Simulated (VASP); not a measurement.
Ta2N: single point with LDA

The system is Ta2N.

```xyz
3
Lattice="3.0971 0.0000 0.0000 -1.5485 2.6822 0.0000 0.0000 0.0000 4.8195" Properties=species:S:1:pos:R:3 pbc="T T T"
Ta    1.5485    0.8941    3.6091
Ta    0.0000    1.7881    1.2104
N     0.0000    0.0000    0.0000
```

| Quantity | Value |
| --- | --- |
| Program | VASP 6.6.1 |
| Task | single point |
| Functional | LDA |
| Potentials or basis | VASP PAW LDA potentials, release 64 (Ta_sv_GW, N) |
| Cutoff | 700 eV |
| k mesh | 15 × 15 × 10 |
| Occupations | gaussian, width 0.1 eV |
| Spin | no spin polarisation |

The pressure is -7.4 GPa, the largest force is 0.036 eV/Å and the band gap on the k mesh is zero (an odd number of electrons rules out a gap without spin polarisation).

Forces on the atoms (eV/Å):
```
Ta   0.000  0.000 -0.036
Ta   0.000  0.000  0.036
N    0.000  0.000  0.000
```

Stress tensor (GPa, compression positive):
```
-7.33  0.00  0.00
 0.00 -7.33  0.00
 0.00  0.00 -7.53
```

Levels at points of the mesh, in eV from the Fermi level:
| k point | band 13 | band 14 | band 15 | band 16 | band 17 | band 18 |
| --- | --- | --- | --- | --- | --- | --- |
| (0.00, 0.00, 0.00) | -4.72 | -0.62 | -0.29 | -0.29 | 0.22 | 0.22 |
| (0.00, 0.00, 0.50) | -2.67 | -2.59 | -1.20 | -1.20 | 1.86 | 2.05 |

Wall time 3 min on 1 thread of AMD EPYC 9R45 (Zen 5), on a shared host, peak memory 0.37 GiB.

Caveat: the cell stands under tension; spin-orbit coupling is left out, which moves the levels of the heavy elements.
